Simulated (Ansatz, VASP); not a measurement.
**GaN: VASP beside Ansatz**

File INCAR:

```
PREC = Accurate
ENCUT = 600
EDIFF = 1E-6
ISMEAR = -1
SIGMA = 0.13605693122994
LREAL = False
LASPH = True
NELM = 120
ALGO = Normal
ISIF = 2
LWAVE = False
LCHARG = False
GGA = PE
NBANDS = 16
GGA_COMPAT = False
```

File KPOINTS:

```
Automatic mesh
0
Gamma
  6 6 6
```

Contents of POSCAR:

```
GaN
1.0
    0.0000000000      2.2535006075      2.2535006075
    2.2535006075      0.0000000000      2.2535006075
    2.2535006075      2.2535006075      0.0000000000
Ga N
1 1
Direct
    0.0000000000      0.0000000000      0.0000000000
    0.7500000000      0.7500000000      0.7500000000
```

Input for Ansatz:

```yaml
crystal:
  lattice:
    - [0.0, 2.2535006075, 2.2535006075]
    - [2.2535006075, 0.0, 2.2535006075]
    - [2.2535006075, 2.2535006075, 0.0]
  atoms:
    - { symbol: Ga, position: [0.0, 0.0, 0.0] }
    - { symbol: "N", position: [0.75, 0.75, 0.75] }
basis:
  ecutwfc: 420
kpoints:
  mp_grid: { grid: [6, 6, 6] }
hamiltonian:
  xc: pbe
scf:
  occupations: { method: fermi_dirac, width: "0.01 Ry" }
output:
  forces: true
  stress: true
  eigenvalues: true
```

Alike in both runs: task single point; functional PBE; k mesh 6 × 6 × 6; no spin polarisation.

```csv
,VASP,Ansatz
version,VASP 6.6.1,Ansatz 0.2.0
potentials or method,"VASP PAW PBE potentials, release 64 (Ga_d, N), cutoff 600 eV","scalar-relativistic, plane waves, PAW"
occupations,"fermi-dirac, width 0.136057 eV",fermi-dirac
valence electrons in the cell,18,18
```

|  | VASP | Ansatz | Ansatz less VASP |
| --- | --- | --- | --- |
| gap on the k mesh at the Fermi level (eV) | 1.72 | 1.71 | -0.007 |
| least direct gap on the mesh (eV) | 1.72 | 1.71 | -0.007 |
| pressure (GPa) | 4.9 | 5.0 | +0.09 |
